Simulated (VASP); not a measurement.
Here is a VASP 6.6.1 calculation.

INCAR

```
PREC = Accurate ; ENCUT = 600
EDIFF = 1E-6 ; ISMEAR = 0
SIGMA = 0.02 ; LREAL = F
LASPH = T ; NELM = 120
ALGO = Normal ; ISIF = 2
LWAVE = F ; LCHARG = T
GGA = PS ; LELF = T
LVHAR = T ; NBANDS = 24
GGA_COMPAT = F
```

File KPOINTS:

```
Automatic mesh
0
Gamma
  6 6 6
```

The input POSCAR:

```
KMgF3
1.0
    4.0511225850      0.0000000000      0.0000000000
    0.0000000000      3.9762865766      0.0000000000
    0.0000000000      0.0000000000      3.9762865766
K Mg F
1 1 3
Direct
    0.5000000000      0.5000000000      0.5000000000
    0.0000000000      0.0000000000      0.0000000000
    0.0000000000      0.5000000000      0.0000000000
    0.0000000000      0.0000000000      0.5000000000
    0.5000000000      0.0000000000      0.0000000000
```

Potentials or basis: VASP PAW PBE potentials, release 64 (K_sv, Mg, F).

Launch:

```sh
$ cat potpaw_PBE.64/K_sv/POTCAR potpaw_PBE.64/Mg/POTCAR potpaw_PBE.64/F/POTCAR > POTCAR
$ mpirun -np 1 vasp_std > vasp.out
```

Question: Predict the band gap on the k mesh.

Answer: 7.03 eV (least direct gap 7.36 eV).

Question: What does it give for the pressure?

Answer: -1.0 GPa.

Stress tensor (GPa, compression positive):
```
-2.11  0.00  0.00
 0.00 -0.38  0.00
 0.00  0.00 -0.38
```

Caveat: the cell differs from its parent crystal (uniaxial strain along a: +1.5 %); the PAW data sets were made with another functional, which shifts forces and pressure a little. A k mesh can miss the band edges.
